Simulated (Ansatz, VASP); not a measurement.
# HfN: VASP beside Ansatz

The input INCAR:

```
ALGO = Normal
EDIFF = 1E-6
ENCUT = 600
GGA = CA
GGA_COMPAT = F
ISIF = 2
ISMEAR = -1
LASPH = T
LCHARG = T
LELF = T
LREAL = F
LVHAR = T
LWAVE = F
NBANDS = 14
NELM = 120
PREC = Accurate
SIGMA = 0.15
```

File KPOINTS:

```
k-points
0
Gamma
  12 12 12
```

POSCAR

```
HfN
1.0
    0.0000000000      2.4548200000      2.4548200000
    2.4548200000      0.0000000000      2.4548200000
    2.4548200000      2.4548200000      0.0000000000
Hf N
1 1
Direct
    0.0000000000      0.0000000000      0.0000000000
    0.2500000000      0.2500000000      0.2500000000
```

Input for Ansatz:

```yaml
crystal:
  lattice:
    bravais: fcc
    a: 4.90964
  space_group: 216
  atoms:
    - { symbol: Hf, position: [0.0, 0.0, 0.0] }
    - { symbol: "N", position: [0.25, 0.25, 0.25] }
  reduce_to_primitive: true
kpoints:
  mp_grid:
    grid: [12, 12, 12]
hamiltonian:
  xc: lda
  pseudopotentials:
    kind: all_electron
    lapw: {}
scf:
  convergence:
    dr2_threshold: 1.0e-10
  occupations:
    method: fermi_dirac
    width: 0.15
output:
  forces: true
  stress: true
  eigenvalues: true
```

Alike in both runs: task single point; functional LDA; k mesh 12 × 12 × 12; occupations fermi-dirac, width 0.15 eV; no spin polarisation.

|  | VASP | Ansatz |
| --- | --- | --- |
| version | VASP 6.6.1 | Ansatz 0.2.0 |
| potentials or method | VASP PAW LDA potentials, release 64 (Hf_pv, N), cutoff 600 eV | all-electron (LAPW or listed datasets) |

Ansatz gave:

```
gap on the k mesh at the Fermi level (eV) : none
pressure (GPa)                            : -9.3
```

Question: Estimate VASP's values.

Answer: gap on the k mesh at the Fermi level (eV): none; pressure (GPa): -9.8.

LDA's correlation is that of Perdew and Zunger in VASP and of Perdew and Wang (1992) in Ansatz. A gap of «none» marks a metal or a gap that the smearing closes. Ansatz ran all-electron here, and VASP with PAW potentials.

Spin-orbit coupling is off throughout.
